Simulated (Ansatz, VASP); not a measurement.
# Fe in VASP and in Ansatz

File INCAR:

```
ALGO = Normal
EDIFF = 1E-7
EDIFFG = -0.04
ENCUT = 600
GGA = PS
IBRION = 2
ISIF = 3
ISMEAR = 0
ISPIN = 2
LASPH = T
LCHARG = F
LMAXMIX = 4
LORBIT = 11
LREAL = F
LWAVE = F
MAGMOM = 2.88
NELM = 150
NSW = 90
PREC = Accurate
SIGMA = 0.1
```

File KPOINTS:

```
k-points
0
Gamma
  10 10 10
```

The input POSCAR:

```
Fe
1.0
   -1.2612468647      1.2612468647      1.9188031123
    1.2612468647     -1.2612468647      1.9188031123
    1.2612468647      1.2612468647     -1.9188031123
Fe
1
Direct
    0.0000000000      0.0000000000      0.0000000000
```

Input for Ansatz:

```yaml
crystal:
  lattice:
    - [-1.2612468647, 1.2612468647, 1.9188031123]
    - [1.2612468647, -1.2612468647, 1.9188031123]
    - [1.2612468647, 1.2612468647, -1.9188031123]
  atoms:
    - { symbol: Fe, position: [0.0, 0.0, 0.0], spin: 2.88 }
basis:
  ecutwfc: 420
kpoints:
  mp_grid: { grid: [10, 10, 10] }
hamiltonian:
  xc: pbesol
scf:
  occupations: { method: gaussian, width: 0.1 }
  lower_state_search: "off"
output:
  forces: true
  stress: true
  eigenvalues: true
  populations: true
magnetization:
  spin_polarized: true
relax:
  adjacent_minimum: "off"
  f_tol: 0.04
  max_steps: 70
  cell: { stress_tol: 0.4 }
```

Alike in both runs: task relaxation of cell and atoms; functional PBEsol; k mesh 10 × 10 × 10; occupations gaussian, width 0.1 eV; collinear spin.

|  | VASP | Ansatz |
| --- | --- | --- |
| version | VASP 6.6.1 | Ansatz 0.2.0 |
| potentials or method | VASP PAW PBE potentials, release 64 (Fe), cutoff 600 eV | scalar-relativistic, plane waves, PAW |
| valence electrons in the cell | 8 | 16 |

```csv
,VASP,Ansatz,Ansatz less VASP
"gap on the k mesh at the Fermi level, each at its own relaxed structure (eV)",none,none,-
net moment per atom (μB),2.26,2.22,-0.040
size of the moment on the site where the two differ most (μB),2.24,2.23,-0.011
relaxed volume (Å³/atom),11.13,11.09,-0.034
relaxed cell length with the largest relative difference (Å),2.593,2.588,-0.0047
```

VASP's potentials were made for PBE, not for PBEsol. Site moments also hang on the region over which each program counts them. A gap of «none» marks a metal or a gap that the smearing closes. VASP's potentials hold 8 valence electrons a cell and Ansatz's 16, so a difference there can come from the potentials and not from the codes.
